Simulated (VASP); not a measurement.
A run of VASP 6.6.1 is set up as follows.

Contents of INCAR:

```
  PREC = Accurate
  ENCUT = 520
  EDIFF = 1E-6
  ISMEAR = -1
  SIGMA = 0.1
  LREAL = False
  LASPH = True
  NELM = 80
  ALGO = Fast
  ISIF = 2
  LWAVE = False
  LCHARG = False
  GGA = PS
  IVDW = 12
  NBANDS = 12
```

The input KPOINTS:

```
regular mesh
0
Gamma
  13 13 13
```

Contents of POSCAR:

```
Ga
1.0
   -1.2851619276      1.2851619276      2.1455501503
    1.2851619276     -1.2851619276      2.1455501503
    1.2851619276      1.2851619276     -2.1455501503
Ga
1
Direct
    0.0000000000      0.0000000000      0.0000000000
```

Potentials or basis: VASP PAW PBE potentials, release 64 (Ga_d).

Run with:

```bash
$ cat potpaw_PBE.64/Ga_d/POTCAR > POTCAR
$ mpirun -np 1 vasp_std > vasp.out
```

(1) What does it give for the dispersion energy per atom?

(2) What does it give for the pressure?

Answers

(1) -0.400 eV.

(2) 18.4 GPa.

Caveat: three body term missing; the PAW data sets were made with another functional, which shifts forces and pressure a little; pairwise dispersion overbinds metals, which lowers pressure and volume.
